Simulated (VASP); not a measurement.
# Li2S: single point with PBE

The system is Li2S.

```
Li S
1.0
     0.00000    2.94491    2.94491
     2.94491    0.00000    2.94491
     2.94491    2.94491    0.00000
Li S
2 1
Direct
  0.25000 0.25000 0.25000
  0.75000 0.75000 0.75000
  0.00000 0.00000 0.00000
```

This cell differs from its parent crystal: volume scaled by 1.10.

```
Program             : VASP 6.6.1
Task                : single point
Functional          : PBE
Potentials or basis : VASP PAW PBE potentials, release 64 (Li_sv, S)
Cutoff              : 750 eV
k mesh              : 8 × 8 × 8
Occupations         : gaussian, width 0.02 eV
Spin                : no spin polarisation
```

```
Pressure               : -3.4 GPa
Band gap on the k mesh : 3.43 eV, indirect (least direct gap 3.78 eV)
```

Levels at points of the mesh, in eV from the valence-band top:
| k point | band 3 | band 4 | band 5 | band 6 | band 7 | band 8 | band 9 | band 10 |
| --- | --- | --- | --- | --- | --- | --- | --- | --- |
| (0.00, 0.00, 0.00) | -10.78 | 0.00 | 0.00 | 0.00 | 3.78 | 6.16 | 6.16 | 6.16 |
| (0.50, 0.00, 0.00) | -10.42 | -2.57 | -0.44 | -0.44 | 5.64 | 6.51 | 6.51 | 7.92 |
| (0.50, 0.50, 0.00) | -10.31 | -1.97 | -1.24 | -1.24 | 3.43 | 6.80 | 10.38 | 10.38 |

Wall time 55 s on 1 thread of AMD EPYC 7R43 64-Core Processor (Zen 3), with other jobs on the host, peak memory 0.19 GiB.

 A k mesh can miss the band edges.
